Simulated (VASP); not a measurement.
# Be4Se3 (I4/mmm) in VASP: single point with PBE

Aim: the single point of Be4Se3 with PBE.

Program: VASP 6.6.1. These are calculated values, not measurements. Logs are shortened: lines on timing, memory, paths and dates and some standing lists are left out, and cuts for length are marked.

## Step 1: The cell of the first run

It takes space group I4/mmm (No. 139, tetragonal). The conventional cell has a = 4.665 Å, b = 4.665 Å, c = 9.125 Å, α = 90.00°, β = 90.00°, γ = 90.00°. Within 3.0 Å of Be (site symmetry mmm) lie 4 Se at 2.28 to 2.33 Å and 4 Be at 2.70 Å. Be (site symmetry 4mm) has 5 Se at 2.51 to 3.20 Å and 5 Be at 2.70 to 2.73 Å within 3.3 Å. Within 3.3 Å of Se (site symmetry 4/mmm) lie 6 Be at 2.33 to 3.20 Å and 8 Se at 3.26 Å. Se (site symmetry -4m2) has 6 Be at 2.28 to 2.51 Å within 3.0 Å.

The cell was built from a structure type or drawn by symmetry, and may not be a known phase.

## Step 2: Single point, PBE

Contents of INCAR:

```
PREC = Accurate ; ENCUT = 520
EDIFF = 1E-7 ; ISMEAR = 0
SIGMA = 0.2 ; LREAL = False
LASPH = True ; NELM = 80
ALGO = Normal ; ISIF = 2
LWAVE = False ; LCHARG = True
GGA = PE ; LELF = True
LVHAR = True ; NBANDS = 22
```

Contents of KPOINTS:

```
Automatic mesh
0
Gamma
  4 4 4
```

Contents of POSCAR:

```
Be4Se3
1.0
   -2.3324645029      2.3324645029      4.5622876157
    2.3324645029     -2.3324645029      4.5622876157
    2.3324645029      2.3324645029     -4.5622876157
Be Se
4 3
Direct
    0.5000000000      0.0000000000      0.5000000000
    0.0000000000      0.5000000000      0.5000000000
    0.3502124152      0.3502124152      0.0000000000
    0.6497875848      0.6497875848      0.0000000000
    0.0000000000      0.0000000000      0.0000000000
    0.7500000000      0.2500000000      0.5000000000
    0.2500000000      0.7500000000      0.5000000000
```

Potentials or basis: VASP PAW PBE potentials, release 64 (Be, Se).

Launch:

```bash
$ cat potpaw_PBE.64/Be/POTCAR potpaw_PBE.64/Se/POTCAR > POTCAR
$ mpirun -np 1 vasp_std > vasp.out
```

OUTCAR:

```text
PREC = Accurate
   ENCUT = 520
   EDIFF = 1E-7
   ISMEAR = 0
   LREAL = False
   LASPH = True
   NELM = 80
   ISIF = 2
   GGA = PE

 ion  position               nearest neighbor table
   1  0.500  0.000  0.500-   6 2.28   7 2.28   5 2.33   5 2.33
   2  0.000  0.500  0.500-   6 2.28   7 2.28   5 2.33   5 2.33
   3  0.350  0.350  0.000-   6 2.51   7 2.51   7 2.51   6 2.51
   4  0.650  0.650  0.000-   7 2.51   6 2.51   6 2.51   7 2.51
   5  0.000  0.000  0.000-   1 2.33   2 2.33   2 2.33   1 2.33
   6  0.750  0.250  0.500-   1 2.28   2 2.28   3 2.51   4 2.51   3 2.51   4 2.51
   7  0.250  0.750  0.500-   1 2.28   2 2.28   3 2.51   4 2.51   3 2.51   4 2.51

  LATTYP: Found a body centered tetragonal cell.
 ALAT       =     4.6649290058
 C/A-ratio  =     1.9559944471

  Lattice vectors:

 A1 = (  -2.3324645029,   2.3324645029,   4.5622876157)
 A2 = (   2.3324645029,  -2.3324645029,   4.5622876157)
 A3 = (   2.3324645029,   2.3324645029,  -4.5622876157)

Analysis of symmetry for initial positions (statically):
=====================================================================
 Subroutine PRICEL returns:
 Original cell was already a primitive cell.

 Routine SETGRP: Setting up the symmetry group for a
 body centered tetragonal supercell.

 Subroutine GETGRP returns: Found 16 space group operations
 (whereof 16 operations were pure point group operations)
 out of a pool of 16 trial point group operations.

The static configuration has the point symmetry D_4h.

Analysis of symmetry for dynamics (positions and initial velocities):
=====================================================================
 Subroutine PRICEL returns:
 Original cell was already a primitive cell.

 Routine SETGRP: Setting up the symmetry group for a
 body centered tetragonal supercell.

 Subroutine GETGRP returns: Found 16 space group operations
 (whereof 16 operations were pure point group operations)
 out of a pool of 16 trial point group operations.

The dynamic configuration has the point symmetry D_4h.

 Subroutine INISYM returns: Found 16 space group operations
 (whereof 16 operations are pure point group operations),
 and found     1 'primitive' translations

----------------------------------------------------------------------------------------

                                     Primitive cell

  volume of cell :      99.2825

  direct lattice vectors                    reciprocal lattice vectors
    -2.332464503  2.332464503  4.562287616     0.000000000  0.214365535  0.109594143
     2.332464503 -2.332464503  4.562287616     0.214365535  0.000000000  0.109594143
     2.332464503  2.332464503 -4.562287616     0.214365535  0.214365535  0.000000000

  length of vectors
     5.629853426  5.629853426  5.629853426     0.240756015  0.240756015  0.303158646

  position of ions in fractional coordinates (direct lattice)
     0.500000000  0.000000000  0.500000000
     0.000000000  0.500000000  0.500000000
     0.350212415  0.350212415  0.000000000
     0.649787585  0.649787585  0.000000000
     0.000000000  0.000000000  0.000000000
     0.750000000  0.250000000  0.500000000
     0.250000000  0.750000000  0.500000000

  ion indices of the primitive-cell ions
   primitive index   ion index
                 1           1
                 2           2
                 3           3
                 4           4
                 5           5
                 6           6
                 7           7

----------------------------------------------------------------------------------------

 KPOINTS: Automatic mesh

Automatic generation of k-mesh.
 Grid dimensions read from file:
 generate k-points for:    4    4    4

 Generating k-lattice:

  Cartesian coordinates                     Fractional coordinates (reciprocal lattice)
     0.000000000  0.053591384  0.027398536     0.250000000  0.000000000 -0.000000000
     0.053591384  0.000000000  0.027398536     0.000000000  0.250000000 -0.000000000
     0.053591384  0.053591384  0.000000000     0.000000000  0.000000000  0.250000000

  Length of vectors
     0.060189004  0.060189004  0.075789662

  Shift w.r.t. Gamma in fractional coordinates (k-lattice)
     0.000000000  0.000000000  0.000000000

 Subroutine IBZKPT returns following result:
 ===========================================

 Found     13 irreducible k-points:

 Following reciprocal coordinates:
            Coordinates               Weight
  0.000000  0.000000  0.000000      1.000000
  0.250000 -0.000000  0.000000      8.000000
  0.500000 -0.000000  0.000000      4.000000
  0.250000  0.250000  0.000000      8.000000
  0.500000  0.250000  0.000000     16.000000
 -0.250000  0.250000  0.000000      4.000000
  0.500000  0.500000  0.000000      2.000000
  0.250000  0.250000  0.250000      2.000000
 -0.250000  0.250000  0.250000      4.000000
  0.500000  0.500000  0.250000      4.000000
 -0.250000  0.500000  0.250000      8.000000
 -0.250000 -0.250000  0.250000      2.000000
  0.500000  0.500000  0.500000      1.000000
   k-points           NKPTS =     13   k-points in BZ     NKDIM =     13   number of bands    NBANDS=     22
   number of dos      NEDOS =    301   number of ions     NIONS =      7
   total plane-waves  NPLWV =  74088
   dimension x,y,z NGX =    42 NGY =   42 NGZ =   42
   dimension x,y,z NGXF=    84 NGYF=   84 NGZF=   84
   ions per type =               4   3
   NGX,Y,Z   is equivalent  to a cutoff of  12.40, 12.40, 12.40 a.u.
   NGXF,Y,Z  is equivalent  to a cutoff of  24.80, 24.80, 24.80 a.u.
 SYSTEM =  unknown system
   PREC   = accura    normal or accurate (medium, high low for compatibility)
   ISTART =      0    job   : 0-new  1-cont  2-samecut
   ICHARG =      2    charge: 1-file 2-atom 10-const
   ISPIN  =      1    spin polarized calculation?
   LNONCOLLINEAR =      F non collinear calculations
   LSORBIT =      F    spin-orbit coupling
   LASPH  =      T    aspherical Exc in radial PAW
   ENCUT  =  520.0 eV  38.22 Ry    6.18 a.u.  10.47 10.47 10.47*2*pi/ulx,y,z
   NELM   =     80;   NELMIN=  2; NELMDL= -5     # of ELM steps
   EDIFF  = 0.1E-06   stopping-criterion for ELM
   LREAL  =      F    real-space projection
   EDIFFG = 0.1E-05   stopping-criterion for IOM
   NSW    =      0    number of steps for IOM
   IBRION =     -1    ionic relax: 0-MD 1-quasi-New 2-CG
   NFREE  =      0    steps in history (QN), initial steepest desc. (CG)
   ISIF   =      2    stress and relaxation
   ISYM   =      2    0-nonsym 1-usesym 2-fastsym
   POTIM  = 0.5000    time-step for ionic-motion
   TEBEG  =    0.0;   TEEND  =   0.0 temperature during run
   PSTRESS=    0.0 pullay stress
   NELECT =      26.0000    total number of electrons
   NUPDOWN=      -1.0000    fix difference up-down
   EMIN   =  10.00;   EMAX   =-10.00  energy-range for DOS
   EFERMI =   0.00;   METHOD = LEGACY
   ISMEAR =     0;   SIGMA  =   0.20  broadening in eV -4-tet -1-fermi 0-gaus
   EFERMI_NEDOS =   21; number of points for ismear=-14 and -15
   IALGO  =     38    algorithm
   IMIX   =      4    mixing-type and parameters
     AMIX     =   0.40;   BMIX     =  1.00
     AMIX_MAG =   1.60;   BMIX_MAG =  1.00
  volume/ion in A,a.u.               =      14.18        95.71
  Fermi-wavevector in a.u.,A,eV,Ry     =   1.047390  1.979280 14.925938  1.097026
  Thomas-Fermi vector in A             =   2.182268
   LORBIT       =      0    0 simple, 1 ext, 2 COOP (PROOUT), +10 PAW based schemes
   GGA     = PE    functional components
   LHFCALC =     F    Hartree Fock is set to
   AEXX    =    0.0000 exact exchange contribution
   IVDW    =     0    specifies the selected vdW correction
   LEPSILON=     F    determine dielectric tensor
   LRPA    =     F    only Hartree local field effects (RPA)
 non-spin polarized calculation
 Gauss-broadening in eV      SIGMA  =   0.20
  energy-cutoff  :      520.00
  volume of cell :       99.28
 maximum number of plane-waves:      2688
 NGX is ok and might be reduce to    42
   NGX = 21   NGY = 21   NGZ = 21

 number of electron      26.0000002 magnetization

 Free energy of the ion-electron system (eV)
  ---------------------------------------------------
  ext. energy  EPLUGINS =         0.00000000
  ---------------------------------------------------
  free energy    TOTEN  =       -25.13492872 eV

  energy without entropy =      -25.12716598  energy(sigma->0) =      -25.13104735

 E-fermi :   6.1401     XC(G=0): -10.2684

 val. band max:        5.9851837633   @ k =   0.5000  -0.0000   0.0000
 cond. band min:       6.2952487858   @ k =  -0.2500   0.2500   0.0000
 fundamental gap:      0.3100650225
 Fermi energy:         6.1401055658

 k-point     1 :       0.0000    0.0000    0.0000
  band No.  band energies     occupation
      1      -9.7179      2.00000
      2      -6.9732      2.00000
      3      -6.4659      2.00000
      4      -0.8698      2.00000
      5       0.4630      2.00000
      6       0.4630      2.00000
[... 14 lines left out ...]
     21      12.1498      0.00000
     22      13.2781      0.00000

 k-point     2 :       0.2500   -0.0000    0.0000
  band No.  band energies     occupation
      1      -9.3758      2.00000
      2      -7.3647      2.00000
      3      -6.7392      2.00000
      4      -1.0216      2.00000
      5      -0.1631      2.00000
      6       0.3134      2.00000
[... 14 lines left out ...]
     21      12.1964      0.00000
     22      12.3758      0.00000

 k-point     3 :       0.5000   -0.0000    0.0000
  band No.  band energies     occupation
      1      -8.6434      2.00000
      2      -8.1936      2.00000
      3      -6.9620      2.00000
      4      -1.5603      2.00000
      5       0.2946      2.00000
      6       0.5116      2.00000
[... 14 lines left out ...]
     21      11.8994      0.00000
     22      12.1750      0.00000
[... 201 lines left out ...]
 k-point    12 :      -0.2500   -0.2500    0.2500
  band No.  band energies     occupation
      1      -9.4578      2.00000
      2      -7.0975      2.00000
      3      -6.9889      2.00000
      4      -0.5928      2.00000
      5      -0.4624      2.00000
      6      -0.4624      2.00000
[... 14 lines left out ...]
     21      11.2885      0.00000
     22      11.2885      0.00000

 k-point    13 :       0.5000    0.5000    0.5000
  band No.  band energies     occupation
      1      -9.0235      2.00000
      2      -7.8415      2.00000
      3      -7.0043      2.00000
      4      -0.8449      2.00000
      5      -0.8449      2.00000
      6      -0.4875      2.00000
[... 14 lines left out ...]
     21       9.0660      0.00000
     22      11.6932      0.00000

------------------------ aborting loop because EDIFF is reached ----------------------------------------

  FORCE on cell =-STRESS in cart. coord.  units (eV):
  Direction    XX          YY          ZZ          XY          YZ          ZX
  --------------------------------------------------------------------------------------
  -------------------------------------------------------------------------------------
  Total        0.0302071      0.0302071      0.2845351      0.0000000      0.0000000      0.0000000
  in kB        0.4874694      0.4874694      4.5917018      0.0000000      0.0000000      0.0000000
  external PRESSURE =       1.8555469 kB  Pullay stress =       0.0000000 kB

 VOLUME and BASIS-vectors are now :
 -----------------------------------------------------------------------------
  energy-cutoff  :      520.00
  volume of cell :       99.28
      direct lattice vectors                 reciprocal lattice vectors
    -2.332464503  2.332464503  4.562287616     0.000000000  0.214365535  0.109594143
     2.332464503 -2.332464503  4.562287616     0.214365535  0.000000000  0.109594143
     2.332464503  2.332464503 -4.562287616     0.214365535  0.214365535  0.000000000

 POSITION                                       TOTAL-FORCE (eV/Angst)
 -----------------------------------------------------------------------------------
      0.00000      2.33246      0.00000         0.000000      0.000000      0.000000
      2.33246      0.00000      0.00000         0.000000      0.000000      0.000000
      0.00000      0.00000      3.19554        -0.000000     -0.000000      0.002518
      0.00000      0.00000      5.92904         0.000000      0.000000     -0.002518
      0.00000      0.00000      0.00000         0.000000      0.000000      0.000000
      0.00000      2.33246      2.28114         0.000000      0.000000      0.000000
      2.33246      0.00000      2.28114         0.000000      0.000000      0.000000
 -----------------------------------------------------------------------------------
    total drift:                               -0.000000      0.000000     -0.000000

  FREE ENERGIE OF THE ION-ELECTRON SYSTEM (eV)
  ---------------------------------------------------
  free  energy   TOTEN  =       -25.1349287246 eV

  energy  without entropy=      -25.1271659815  energy(sigma->0) =      -25.13104735
```

It took 56 s on 1 thread of Intel Xeon 8259CL, shared host; peak memory 0.25 GiB.

Results:

- Free energy: -25.1349 eV
- Pressure: 0.2 GPa
- Band gap on the k mesh: 0.31 eV (least direct gap 0.65 eV)

Forces in eV/Å, atoms in the order of the input:
```
Be   0.000  0.000  0.000
Be   0.000  0.000  0.000
Be   0.000  0.000  0.003
Be   0.000  0.000 -0.003
Se   0.000  0.000  0.000
Se   0.000  0.000  0.000
Se   0.000  0.000  0.000
```

A k mesh can miss the band edges.
